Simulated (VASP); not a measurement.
# RhAu2 (Fd-3m) in VASP: notebook

Runs on RhAu2. Level: PBE. Tasks: single point, relaxation of cell and atoms.

Program: VASP 6.6.1. These are calculated values, not measurements. Logs are shortened: lines on timing, memory, paths and dates and some standing lists are left out, and cuts for length are marked.

## Step 1: The cell of the first run

It takes space group Fd-3m (No. 227, cubic). Conventional cell: a = 7.569 Å, b = 7.569 Å, c = 7.569 Å, α = 90.00°, β = 90.00°, γ = 90.00°. Rh (site symmetry -43m) has 12 Au at 3.14 Å and 4 Rh at 3.28 Å within 4.1 Å. Au (site symmetry -3m) has 6 Au at 2.68 Å and 6 Rh at 3.14 Å within 3.5 Å.

## Step 2: Single point, PBE

The input, INCAR:

```
ALGO     = Fast           # electronic algorithm
EDIFF    = 1E-6           # SCF threshold, eV
ENCUT    = 520            # plane-wave cutoff, eV
GGA      = PE             # functional
ISIF     = 2              # what is computed and relaxed
ISMEAR   = 0              # smearing method
LASPH    = T              # aspherical terms in the spheres
LCHARG   = T              # write CHGCAR
LELF     = T              # ELF
LREAL    = F              # projectors in reciprocal space
LVHAR    = T            
LWAVE    = F              # write WAVECAR
NBANDS   = 46             # bands
NELM     = 80             # most SCF steps
PREC     = Accurate       # precision mode
SIGMA    = 0.1            # smearing width, eV
```

The input, KPOINTS:

```
k-points
0
Gamma
  8 8 8
```

The input, POSCAR:

```
RhAu2
1.0
    0.0000000000      3.7846010938      3.7846010938
    3.7846010938      0.0000000000      3.7846010938
    3.7846010938      3.7846010938      0.0000000000
Rh Au
2 4
Direct
    0.5000000000      0.5000000000      0.5000000000
    0.7500000000      0.7500000000      0.7500000000
    0.1250000000      0.1250000000      0.1250000000
    0.6250000000      0.1250000000      0.1250000000
    0.1250000000      0.1250000000      0.6250000000
    0.1250000000      0.6250000000      0.1250000000
```

Potentials or basis: VASP PAW PBE potentials, release 64 (Rh_pv, Au).

Command:

```
$ cat potpaw_PBE.64/Rh_pv/POTCAR potpaw_PBE.64/Au/POTCAR > POTCAR
$ mpirun -np 1 vasp_std > vasp.out
```

OUTCAR:

```text
EDIFF = 1E-6
   ENCUT = 520
   GGA = PE
   ISIF = 2
   ISMEAR = 0
   LASPH = T
   LREAL = F
   NELM = 80
   PREC = Accurate

 ion  position               nearest neighbor table
   1  0.500  0.500  0.500-   5 3.14   6 3.14   4 3.14   5 3.14   4 3.14   6 3.14   3 3.14   3 3.14
                             3 3.14   4 3.14   5 3.14   6 3.14   2 3.28   2 3.28   2 3.28   2 3.28
   2  0.750  0.750  0.750-   4 3.14   6 3.14   4 3.14   5 3.14   5 3.14   6 3.14   3 3.14   6 3.14
                             3 3.14   3 3.14   4 3.14   5 3.14   1 3.28   1 3.28   1 3.28   1 3.28
   3  0.125  0.125  0.125-   4 2.68   5 2.68   6 2.68   5 2.68   6 2.68   4 2.68   1 3.14   2 3.14
                             1 3.14   2 3.14   1 3.14   2 3.14
   4  0.625  0.125  0.125-   3 2.68   5 2.68   6 2.68   3 2.68   5 2.68   6 2.68   2 3.14   1 3.14
                             2 3.14   1 3.14   1 3.14   2 3.14
   5  0.125  0.125  0.625-   3 2.68   3 2.68   4 2.68   6 2.68   6 2.68   4 2.68   1 3.14   2 3.14
                             1 3.14   2 3.14   1 3.14   2 3.14
   6  0.125  0.625  0.125-   3 2.68   5 2.68   3 2.68   4 2.68   5 2.68   4 2.68   1 3.14   2 3.14
                             1 3.14   2 3.14   1 3.14   2 3.14

  LATTYP: Found a face centered cubic cell.
 ALAT       =     7.5692021876

  Lattice vectors:

 A1 = (   0.0000000000,   3.7846010938,   3.7846010938)
 A2 = (   3.7846010938,   0.0000000000,   3.7846010938)
 A3 = (   3.7846010938,   3.7846010938,   0.0000000000)

Analysis of symmetry for initial positions (statically):
=====================================================================
 Subroutine PRICEL returns:
 Original cell was already a primitive cell.

 Routine SETGRP: Setting up the symmetry group for a
 face centered cubic supercell.

 Subroutine GETGRP returns: Found 48 space group operations
 (whereof 24 operations were pure point group operations)
 out of a pool of 48 trial point group operations.

The static configuration has the point symmetry T_d .
 The point group associated with its full space group is O_h .

Analysis of symmetry for dynamics (positions and initial velocities):
=====================================================================
 Subroutine PRICEL returns:
 Original cell was already a primitive cell.

 Routine SETGRP: Setting up the symmetry group for a
 face centered cubic supercell.

 Subroutine GETGRP returns: Found 48 space group operations
[... 109 lines left out ...]
   LASPH  =      T    aspherical Exc in radial PAW
   ENCUT  =  520.0 eV  38.22 Ry    6.18 a.u.   9.95  9.95  9.95*2*pi/ulx,y,z
   NELM   =     80;   NELMIN=  2; NELMDL= -5     # of ELM steps
   EDIFF  = 0.1E-05   stopping-criterion for ELM
   LREAL  =      F    real-space projection
   EDIFFG = 0.1E-04   stopping-criterion for IOM
   NSW    =      0    number of steps for IOM
   IBRION =     -1    ionic relax: 0-MD 1-quasi-New 2-CG
   NFREE  =      0    steps in history (QN), initial steepest desc. (CG)
   ISIF   =      2    stress and relaxation
   ISYM   =      2    0-nonsym 1-usesym 2-fastsym
   POTIM  = 0.5000    time-step for ionic-motion
   TEBEG  =    0.0;   TEEND  =   0.0 temperature during run
   PSTRESS=    0.0 pullay stress
   NELECT =      74.0000    total number of electrons
   NUPDOWN=      -1.0000    fix difference up-down
   EMIN   =  10.00;   EMAX   =-10.00  energy-range for DOS
   EFERMI =   0.00;   METHOD = LEGACY
   ISMEAR =     0;   SIGMA  =   0.10  broadening in eV -4-tet -1-fermi 0-gaus
   EFERMI_NEDOS =   21; number of points for ismear=-14 and -15
   IALGO  =     68    algorithm
   IMIX   =      4    mixing-type and parameters
     AMIX     =   0.40;   BMIX     =  1.00
     AMIX_MAG =   1.60;   BMIX_MAG =  1.00
  volume/ion in A,a.u.               =      18.07       121.94
  Fermi-wavevector in a.u.,A,eV,Ry     =   1.441414  2.723877 28.268461  2.077673
  Thomas-Fermi vector in A             =   2.560049
   LORBIT       =      0    0 simple, 1 ext, 2 COOP (PROOUT), +10 PAW based schemes
   GGA     = PE    functional components
   LHFCALC =     F    Hartree Fock is set to
   AEXX    =    0.0000 exact exchange contribution
   IVDW    =     0    specifies the selected vdW correction
   LEPSILON=     F    determine dielectric tensor
   LRPA    =     F    only Hartree local field effects (RPA)
 non-spin polarized calculation
 RMM-DIIS sequential band-by-band and
 Gauss-broadening in eV      SIGMA  =   0.10
  energy-cutoff  :      520.00
  volume of cell :      108.42
 maximum number of plane-waves:      2954
   NGX = 19   NGY = 19   NGZ = 19

 number of electron      74.0000023 magnetization

 Free energy of the ion-electron system (eV)
  ---------------------------------------------------
  ext. energy  EPLUGINS =         0.00000000
  ---------------------------------------------------
  free energy    TOTEN  =       -24.18963452 eV

  energy without entropy =      -24.12041518  energy(sigma->0) =      -24.15502485

 E-fermi :   7.9454     XC(G=0): -12.2958

 val. band max:        7.9453254064   @ k =   0.3750   0.0000   0.0000
 cond. band min:       7.9457705886   @ k =  -0.3750   0.3750   0.0000
 fundamental gap:      0.0004451822
 Fermi energy:         7.9453904443

 k-point     1 :       0.0000    0.0000    0.0000
  band No.  band energies     occupation
      1     -37.3050      2.00000
      2     -37.3050      2.00000
      3     -37.3050      2.00000
      4     -37.2812      2.00000
      5     -37.2812      2.00000
      6     -37.2812      2.00000
[... 1165 lines left out ...]
     45      15.1196      0.00000
     46      15.3788      0.00000

 [... further k-points ...]
[... 5 lines left out ...]
  --------------------------------------------------------------------------------------
  -------------------------------------------------------------------------------------
  Total       -0.1289597     -0.1289597     -0.1289597     -0.0000000     -0.0000000      0.0000000
  in kB       -1.9057872     -1.9057872     -1.9057872     -0.0000000     -0.0000000      0.0000000
  external PRESSURE =      -1.9057872 kB  Pullay stress =       0.0000000 kB

 VOLUME and BASIS-vectors are now :
 -----------------------------------------------------------------------------
  energy-cutoff  :      520.00
  volume of cell :      108.42
      direct lattice vectors                 reciprocal lattice vectors
     0.000000000  3.784601094  3.784601094    -0.132114320  0.132114320  0.132114320
     3.784601094  0.000000000  3.784601094     0.132114320 -0.132114320  0.132114320
     3.784601094  3.784601094  0.000000000     0.132114320  0.132114320 -0.132114320

 POSITION                                       TOTAL-FORCE (eV/Angst)
 -----------------------------------------------------------------------------------
      3.78460      3.78460      3.78460        -0.000000     -0.000000     -0.000000
      5.67690      5.67690      5.67690         0.000000      0.000000      0.000000
      0.94615      0.94615      0.94615         0.000000     -0.000000     -0.000000
      0.94615      2.83845      2.83845         0.000000     -0.000000      0.000000
      2.83845      2.83845      0.94615         0.000000     -0.000000      0.000000
      2.83845      0.94615      2.83845         0.000000     -0.000000      0.000000
 -----------------------------------------------------------------------------------
    total drift:                               -0.000000     -0.000000      0.000000

  FREE ENERGIE OF THE ION-ELECTRON SYSTEM (eV)
  ---------------------------------------------------
  free  energy   TOTEN  =       -24.1896345165 eV

  energy  without entropy=      -24.1204151812  energy(sigma->0) =      -24.15502485
```

Wall time 67 s (1 thread of Intel Xeon 6975P-C (Granite Rapids), shared host); peak memory 0.3 GiB.

Results:

* Free energy: -24.1896 eV
* Pressure: -0.2 GPa
* Band gap on the k mesh: zero (band 37 reaches 8.01 eV, above the bottom of band 38 at 7.88 eV)

Caveat: spin-orbit coupling is left out, which moves the levels of the heavy elements.

## Step 3: Relaxation of cell and atoms, PBE

The input, INCAR:

```
SYSTEM = RhAu2
PREC = Accurate
ENCUT = 600
EDIFF = 1E-6
ISMEAR = 0
SIGMA = 0.1
LREAL = .FALSE.
LASPH = .TRUE.
NELM = 100
ALGO = Fast
ISIF = 3
LWAVE = .FALSE.
LCHARG = .FALSE.
GGA = PE
IBRION = 2
NSW = 100
EDIFFG = -0.01
```

The input, KPOINTS:

```
Automatic mesh
0
G
  8 8 8
  0 0 0
```

POSCAR: that of step 2 with these lines changed.

```diff
@@ -2,5 +2,5 @@
 1.0
-    0.0000000000      3.7846010938      3.7846010938
-    3.7846010938      0.0000000000      3.7846010938
-    3.7846010938      3.7846010938      0.0000000000
+    0.0000000000      3.7834443239      3.7834443239
+    3.7834443239      0.0000000000      3.7834443239
+    3.7834443239      3.7834443239      0.0000000000
 Rh Au
```

Potentials or basis: VASP PAW PBE potentials, release 64 (Rh_pv, Au).

Command:

```
$ cat potpaw_PBE.64/Rh_pv/POTCAR potpaw_PBE.64/Au/POTCAR > POTCAR
$ mpirun -np 1 vasp_std > vasp.out
```

Wall time 97 s (1 thread of Intel Xeon 6975P-C (Granite Rapids), shared host); peak memory 0.39 GiB.

It converged, with:

```
Free energy             : -24.1891 eV
Pressure after relaxing : 0.0 GPa
Band gap on the k mesh  : zero (band 37 reaches 8.03 eV, above the bottom of band 38 at 7.90 eV)
```

Final structure:
```cif
data_structure
_symmetry_space_group_name_H-M 'P 1'
_symmetry_Int_Tables_number 1
_cell_length_a 5.3506
_cell_length_b 5.3506
_cell_length_c 5.3506
_cell_angle_alpha 60.000
_cell_angle_beta 60.000
_cell_angle_gamma 60.000
_cell_volume 108.32
loop_
_atom_site_label
_atom_site_type_symbol
_atom_site_fract_x
_atom_site_fract_y
_atom_site_fract_z
_atom_site_occupancy
Rh1 Rh 0.50000 0.50000 0.50000 1
Rh2 Rh 0.75000 0.75000 0.75000 1
Au1 Au 0.12500 0.12500 0.12500 1
Au2 Au 0.62500 0.12500 0.12500 1
Au3 Au 0.12500 0.12500 0.62500 1
Au4 Au 0.12500 0.62500 0.12500 1
```

Levels at points of the mesh, in eV from the Fermi level:
```tsv
k point	band 34	band 35	band 36	band 37	band 38	band 39	band 40	band 41
(0.00, 0.00, 0.00)	-0.63	-0.63	0.02	0.02	0.43	3.20	3.20	3.20
(0.50, 0.00, 0.00)	-0.56	-0.48	-0.48	0.07	0.07	1.22	2.81	2.81
(0.50, 0.50, 0.00)	-0.43	-0.15	-0.15	-0.06	-0.06	1.29	1.29	2.27
```

Caveat: the relaxation stopped at its first step, so nothing moved; spin-orbit coupling is left out, which moves the levels of the heavy elements.
